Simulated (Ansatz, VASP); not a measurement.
ZnO in VASP and in Ansatz

File INCAR:

```
SYSTEM = ZnO
PREC = Accurate
ENCUT = 600
EDIFF = 1E-7
ISMEAR = 0
SIGMA = 0.02
LREAL = .FALSE.
LASPH = .TRUE.
NELM = 80
ALGO = Normal
ISIF = 3
LWAVE = .FALSE.
LCHARG = .FALSE.
GGA = PE
IBRION = 2
NSW = 100
EDIFFG = -0.005
```

Contents of KPOINTS:

```
Automatic mesh
0
G
  12 12 6
  0 0 0
```

Contents of POSCAR:

```
ZnO
1.0
    3.2373510200      0.0000000000      0.0000000000
   -1.6186755100      2.8036282300      0.0000000000
    0.0000000000      0.0000000000      5.2220613000
Zn O
2 2
Direct
    0.6666666700      0.3333333300      0.5005917000
    0.3333333300      0.6666666700      0.0005917000
    0.6666666700      0.3333333300      0.8797183000
    0.3333333300      0.6666666700      0.3797183000
```

Input for Ansatz:

```yaml
crystal:
  lattice:
    - [3.23735102, 0.0, 0.0]
    - [-1.61867551, 2.80362823, 0.0]
    - [0.0, 0.0, 5.2220613]
  atoms:
    - { symbol: Zn, position: [0.66666667, 0.33333333, 0.5005917] }
    - { symbol: Zn, position: [0.33333333, 0.66666667, 0.0005917] }
    - { symbol: O, position: [0.66666667, 0.33333333, 0.8797183] }
    - { symbol: O, position: [0.33333333, 0.66666667, 0.3797183] }
basis:
  ecutwfc: 420
kpoints:
  mp_grid: { grid: [12, 12, 6] }
hamiltonian:
  xc: pbe
scf:
  occupations: { method: gaussian, width: 0.02 }
output:
  forces: true
  stress: true
  eigenvalues: true
relax:
  adjacent_minimum: "off"
  f_tol: 0.005
  max_steps: 80
  cell: { stress_tol: 0.05 }
```

Alike in both runs: task relaxation of cell and atoms; functional PBE; k mesh 12 × 12 × 6; occupations gaussian, width 0.02 eV; no spin polarisation.

|  | VASP | Ansatz |
| --- | --- | --- |
| version | VASP 6.6.1 | Ansatz 0.2.0 |
| potentials or method | VASP PAW PBE potentials, release 64 (Zn, O), cutoff 600 eV | scalar-relativistic, plane waves, PAW |
| valence electrons in the cell | 36 | 36 |

```csv
,VASP,Ansatz,Ansatz less VASP
"gap on the k mesh at the Fermi level, each at its own relaxed structure (eV)",0.72,0.74,+0.024
relaxed volume (Å³/atom),12.40,12.32,-0.072
relaxed cell length with the largest relative difference (Å),3.286,3.279,-0.0069
```
